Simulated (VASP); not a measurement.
A run of VASP 6.6.1:

Contents of INCAR:

```
SYSTEM = La2O3
PREC = Accurate
ENCUT = 520
EDIFF = 1E-7
ISMEAR = -1
SIGMA = 0.05
LREAL = .False.
LASPH = .True.
NELM = 150
ALGO = Normal
ISIF = 2
LWAVE = .False.
LCHARG = .False.
LMAXMIX = 6
LDAU = .True.
LDAUTYPE = 2
LDAUL = 3 -1
LDAUU = 6 0
LDAUJ = 0 0
LDAUPRINT = 1
GGA = CA
NBANDS = 28
```

KPOINTS

```
Automatic mesh
0
Gamma
  8 8 5
  0 0 0
```

Contents of POSCAR:

```
La2O3
1.0
    3.9050413653      0.0000000000      0.0000000000
   -1.9525206826      3.3818650252      0.0000000000
    0.0000000000      0.0000000000      6.0361570967
La O
2 3
Direct
    0.3333333333      0.6666666667      0.2457941062
    0.6666666667      0.3333333333      0.7542058938
    0.0000000000      0.0000000000      0.0000000000
    0.3333333333      0.6666666667      0.6453801668
    0.6666666667      0.3333333333      0.3546198332
```

Potentials or basis: VASP PAW LDA potentials, release 64 (La, O).

Launch:

```sh
$ cat potpaw_LDA.64/La/POTCAR potpaw_LDA.64/O/POTCAR > POTCAR
$ mpirun -np 1 vasp_std > vasp.out
```

Hardware: 1 thread of Intel Xeon 8259CL, with other jobs on the host.

Task: Estimate the wall time of this run.

Result: Run time: 4.5 min on 1 thread of Intel Xeon 8259CL, on a shared host, peak memory 0.23 GiB. Counts: scf iterations 16, k points 40.
